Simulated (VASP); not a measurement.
A run of VASP 6.6.1:

The input POSCAR:

```
EuAl2
1.0
    0.0000000000      4.0652500000      4.0652500000
    4.0652500000      0.0000000000      4.0652500000
    4.0652500000      4.0652500000      0.0000000000
Eu Al
2 4
Direct
    0.0000000000      0.0000000000      0.0000000000
    0.2500000000      0.2500000000      0.2500000000
    0.6250000000      0.6250000000      0.6250000000
    0.1250000000      0.6250000000      0.6250000000
    0.6250000000      0.6250000000      0.1250000000
    0.6250000000      0.1250000000      0.6250000000
```

INCAR.step1

```
PREC = Accurate ; ENCUT = 520
ISMEAR = -1 ; SIGMA = 0.1
LREAL = False ; LASPH = True
NELM = 150 ; ISPIN = 2
MAGMOM = 4.9 4.9 0 0 0 0 ; LMAXMIX = 6
NBANDS = 36 ; GGA = PE
ALGO = Normal ; EDIFF = 1E-4
LWAVE = True ; LCHARG = False
```

File INCAR.step2:

```
PREC = Accurate ; ENCUT = 520
EDIFF = 1E-6 ; ISMEAR = -1
SIGMA = 0.1 ; LREAL = False
LASPH = True ; NELM = 150
ALGO = Normal ; ISIF = 2
LWAVE = False ; LCHARG = False
ISPIN = 2 ; MAGMOM = 4.9 4.9 0 0 0 0
LORBIT = 11 ; LMAXMIX = 6
METAGGA = R2SCAN ; LMIXTAU = True
NBANDS = 36 ; ISTART = 1
```

File KPOINTS:

```
regular mesh
0
Gamma
  6 6 6
```

Potentials or basis: VASP PAW PBE potentials, release 64 (Eu, Al).

The run is started by

```sh
$ cat potpaw_PBE.64/Eu/POTCAR potpaw_PBE.64/Al/POTCAR > POTCAR
$ cp INCAR.step1 INCAR
$ mpirun -np 1 vasp_std > vasp.out
$ cp INCAR.step2 INCAR
$ mpirun -np 1 vasp_std > vasp.out
```

Hardware: 1 thread of AMD EPYC 9R45 96-Core Processor (Zen 5), on a shared host.

**Question.** Estimate the wall time of this run.

**Answer.** Wall time 14 min on 1 thread of AMD EPYC 9R45 96-Core Processor (Zen 5), with other jobs on the host, peak memory 0.49 GiB. Counts: k points 16.
